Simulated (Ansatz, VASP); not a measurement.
ZrSi7: VASP beside Ansatz

File INCAR:

```
SYSTEM = ZrSi7
PREC = Accurate
ENCUT = 600
EDIFF = 1E-6
ISMEAR = 0
SIGMA = 0.1
LREAL = .False.
LASPH = .True.
NELM = 100
ALGO = Normal
ISIF = 3
LWAVE = .False.
LCHARG = .False.
GGA = PE
IBRION = 2
NSW = 100
EDIFFG = -0.01
```

Contents of KPOINTS:

```
regular mesh
0
Gamma
  6 6 6
  0 0 0
```

The input POSCAR:

```
ZrSi7
1.0
    5.2240803437      0.0000000000      0.0000000000
   -2.6120401718      4.5241862890      0.0000000000
    0.0000000000      0.0000000000      5.2069990016
Zr Si
1 7
Direct
    0.0000000000      0.0000000000      0.5000000000
    0.5000000000      0.0000000000      0.7621949466
    0.0000000000      0.5000000000      0.7621949466
    0.5000000000      0.5000000000      0.7621949466
    0.5000000000      0.0000000000      0.2378050534
    0.0000000000      0.5000000000      0.2378050534
    0.5000000000      0.5000000000      0.2378050534
    0.0000000000      0.0000000000      0.0000000000
```

Input for Ansatz:

```yaml
crystal:
  lattice:
    - [5.2240803437, 0.0, 0.0]
    - [-2.6120401718, 4.524186289, 0.0]
    - [0.0, 0.0, 5.2069990016]
  atoms:
    - { symbol: Zr, position: [0.0, 0.0, 0.5] }
    - { symbol: Si, position: [0.5, 0.0, 0.7621949466] }
    - { symbol: Si, position: [0.0, 0.5, 0.7621949466] }
    - { symbol: Si, position: [0.5, 0.5, 0.7621949466] }
    - { symbol: Si, position: [0.5, 0.0, 0.2378050534] }
    - { symbol: Si, position: [0.0, 0.5, 0.2378050534] }
    - { symbol: Si, position: [0.5, 0.5, 0.2378050534] }
    - { symbol: Si, position: [0.0, 0.0, 0.0] }
basis:
  ecutwfc: 420
kpoints:
  mp_grid: { grid: [6, 6, 6] }
hamiltonian:
  xc: pbe
scf:
  occupations: { method: gaussian, width: 0.1 }
output:
  forces: true
  stress: true
  eigenvalues: true
relax:
  adjacent_minimum: "off"
  f_tol: 0.01
  max_steps: 80
  cell: { stress_tol: 0.05 }
```

Alike in both runs: task relaxation of cell and atoms; functional PBE; k mesh 6 × 6 × 6; occupations gaussian, width 0.1 eV; no spin polarisation.

|  | VASP | Ansatz |
| --- | --- | --- |
| version | VASP 6.6.1 | Ansatz 0.2.0 |
| potentials or method | VASP PAW PBE potentials, release 64 (Zr_sv, Si), cutoff 600 eV | scalar-relativistic, plane waves, PAW |
| valence electrons in the cell | 40 | 40 |

|  | VASP | Ansatz | Ansatz less VASP |
| --- | --- | --- | --- |
| gap on the k mesh at the Fermi level, each at its own relaxed structure (eV) | none | none | - |
| relaxed volume (Å³/atom) | 15.38 | 15.38 | +0.001 |
| relaxed cell length with the largest relative difference (Å) | 5.218 | 5.218 | +0.0001 |

A gap of «none» marks a metal or a gap that the smearing closes.
